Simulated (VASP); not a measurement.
Ga:

```xyz
2
Lattice="1.4012 -4.0795 0.0000 1.4012 4.0795 0.0000 -0.1190 0.0000 3.3737" Properties=species:S:1:pos:R:3 pbc="T T T"
Ga    1.3120    3.0107    2.5303
Ga    1.3715   -3.0107    0.8434
```

Base run:

| Item | Value |
| --- | --- |
| Program | VASP 6.6.1 |
| Functional | PBE |
| Potentials or basis | VASP PAW PBE potentials, release 64 (Ga_d) |
| Cutoff | 520 eV |
| k mesh | 10 × 10 × 8 |
| Occupations | fermi-dirac, width 0.05 eV |
| Spin | no spin polarisation |

Its results: band gap on the k mesh zero (band 13 reaches 9.20 eV, above the bottom of band 14 at 1.10 eV); pressure -0.5 GPa; largest force 0.186 eV/Å.

**Question.** The run is repeated on the same cell with these changes: functional from PBE to LDA; potentials or basis from VASP PAW PBE potentials, release 64 (Ga_d) to VASP PAW LDA potentials, release 64 (Ga_d). What comes out?

**Answer.** Band gap on the k mesh zero (band 13 reaches 8.91 eV, above the bottom of band 14 at 0.87 eV); pressure -5.5 GPa; largest force 0.162 eV/Å.
